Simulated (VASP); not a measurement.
Input of a VASP 6.6.1 run:

Contents of INCAR:

```
SYSTEM = C
PREC = Accurate
ENCUT = 520
EDIFF = 1E-6
ISMEAR = 0
SIGMA = 0.02
LREAL = .False.
LASPH = .True.
NELM = 60
ALGO = Normal
ISIF = 2
LWAVE = .False.
LCHARG = .False.
GGA = PE
NBANDS = 11
```

File KPOINTS:

```
regular mesh
0
Gamma
  12 12 12
  0 0 0
```

File POSCAR:

```
C
1.0
    0.0000000000      1.7676978883      1.7676978883
    1.7676978883      0.0000000000      1.7676978883
    1.7676978883      1.7676978883      0.0000000000
C
2
Direct
    0.0000000000      0.0000000000      0.0000000000
    0.2500000000      0.2500000000      0.2500000000
```

Potentials or basis: VASP PAW PBE potentials, release 64 (C).

Launch:

```bash
$ cat potpaw_PBE.64/C/POTCAR > POTCAR
$ mpirun -np 1 vasp_std > vasp.out
```

Problem. Predict the pressure.

Solution. 14.8 GPa.

Problem. Estimate the band gap on the k mesh.

Solution. 4.21 eV, indirect (least direct gap 5.66 eV).

 A k mesh can miss the band edges.
